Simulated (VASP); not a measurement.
Here is a VASP 6.6.1 calculation.

The input POSCAR:

```
GaN
1.0
    0.0000000000      2.2742384951      2.2742384951
    2.2742384951      0.0000000000      2.2742384951
    2.2742384951      2.2742384951      0.0000000000
Ga N
1 1
Direct
    0.0000000000      0.0000000000      0.0000000000
    0.7500000000      0.7500000000      0.7500000000
```

The input INCAR.step1:

```
SYSTEM = GaN
  PREC = Accurate
  ENCUT = 520
  EDIFF = 1E-6
  ISMEAR = 0
  SIGMA = 0.02
  LREAL = .FALSE.
  LASPH = .TRUE.
  NELM = 150
  ALGO = Normal
  ISIF = 2
  LWAVE = .FALSE.
  LCHARG = .TRUE.
  MAGMOM = 0 0 0 0 0 0
  LSORBIT = .TRUE.
  GGA_COMPAT = .FALSE.
  LORBMOM = .TRUE.
  GGA = PE
  NBANDS = 30
```

File KPOINTS.step1:

```
Automatic mesh
0
G
  10 10 10
  0 0 0
```

Contents of INCAR.step2:

```
SYSTEM = GaN
  PREC = Accurate
  ENCUT = 520
  EDIFF = 1E-6
  ISMEAR = -5
  SIGMA = 0.02
  LREAL = .FALSE.
  LASPH = .TRUE.
  NELM = 150
  ALGO = Normal
  ISIF = 2
  LWAVE = .FALSE.
  LCHARG = .FALSE.
  MAGMOM = 0 0 0 0 0 0
  LORBIT = 11
  LSORBIT = .TRUE.
  GGA_COMPAT = .FALSE.
  LORBMOM = .TRUE.
  GGA = PE
  NBANDS = 30
  NEDOS = 1001
  ICHARG = 11
```

Contents of KPOINTS.step2:

```
Automatic mesh
0
G
  15 15 15
  0 0 0
```

Potentials or basis: VASP PAW PBE potentials, release 64 (Ga_d, N).

Run with:

```console
$ cat potpaw_PBE.64/Ga_d/POTCAR potpaw_PBE.64/N/POTCAR > POTCAR
$ cp INCAR.step1 INCAR
$ cp KPOINTS.step1 KPOINTS
$ mpirun -np 1 vasp_ncl > vasp.out
$ cp INCAR.step2 INCAR
$ cp KPOINTS.step2 KPOINTS
$ mpirun -np 1 vasp_ncl > vasp.out
```

What does it give for the net moment?

0.00 μB per cell.

Moments on the atoms (μB; x, y, z):
```
Ga  0.00 0.00 0.00
N   0.00 0.00 0.00
```
